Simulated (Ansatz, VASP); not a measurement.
PtS2: VASP beside Ansatz

```
CELL_PARAMETERS angstrom
3.57133 0.00000 0.00000
-1.78566 3.09286 0.00000
0.00000 0.00000 22.16144
ATOMIC_POSITIONS crystal
S 0.66667 0.33333 0.33838
S 0.33333 0.66667 0.44632
S 0.66667 0.33333 0.55368
S 0.33333 0.66667 0.66162
Pt 0.00000 0.00000 0.39283
Pt 0.00000 0.00000 0.60717
```

Alike in both runs: functional PBEsol; k mesh 12 × 12 × 1; occupations gaussian, width 0.05 eV; no spin polarisation.

Ansatz relaxed the structure, and its values are those at the end. VASP's run is a single point on that final structure, the one shown.

|  | VASP | Ansatz |
| --- | --- | --- |
| version | VASP 6.6.1 | Ansatz 0.2.0 |
| potentials or method | VASP PAW PBE potentials, release 64 (S, Pt), cutoff 520 eV | scalar-relativistic, plane waves, PAW |
| valence electrons in the cell | 44 | 60 |

VASP gave:

| Quantity | Value |
| --- | --- |
| gap on the k mesh at the Fermi level (eV) | 0.78 |
| least direct gap on the mesh (eV) | 1.31 |
| rms of the force components (eV/Å) | 0.010 |

Which values does Ansatz return?

gap on the k mesh at the Fermi level (eV): 0.77; least direct gap on the mesh (eV): 1.31; rms of the force components (eV/Å): 0.002.

VASP's potentials were made for PBE, not for PBEsol. VASP's potentials hold 44 valence electrons a cell and Ansatz's 60, so a difference there can come from the potentials and not from the codes.

Spin-orbit coupling is off throughout.
